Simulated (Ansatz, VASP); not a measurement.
**Cd: VASP beside Ansatz**

```
CELL_PARAMETERS angstrom
2.97887 0.01489 0.01489
-1.47654 2.57233 0.00545
0.02809 0.02809 5.61765
ATOMIC_POSITIONS crystal
Cd 0.33333 0.66667 0.25000
Cd 0.66667 0.33333 0.75000
```

Change from the starting cell: equal xy, yz and zx shear strains of +1 %.

Alike in both runs: task single point; functional PBE; k mesh 14 × 14 × 7; occupations fermi-dirac, width 0.05 eV; no spin polarisation.

|  | VASP | Ansatz |
| --- | --- | --- |
| version | VASP 6.6.1 | Ansatz 0.2.0 |
| potentials or method | VASP PAW PBE potentials, release 64 (Cd), cutoff 520 eV | all-electron LAPW, scalar-relativistic |

VASP gave:

| Property | Result |
| --- | --- |
| pressure (GPa) | 3.4 |
| traceless stress, the component that is largest in VASP (GPa) | -1.02 |

Question: What did Ansatz give for the same quantities?

Answer: Pressure (GPa): 3.0; traceless stress, the component that is largest in VASP (GPa): -0.87.

Ansatz ran all-electron here, and VASP with PAW potentials.
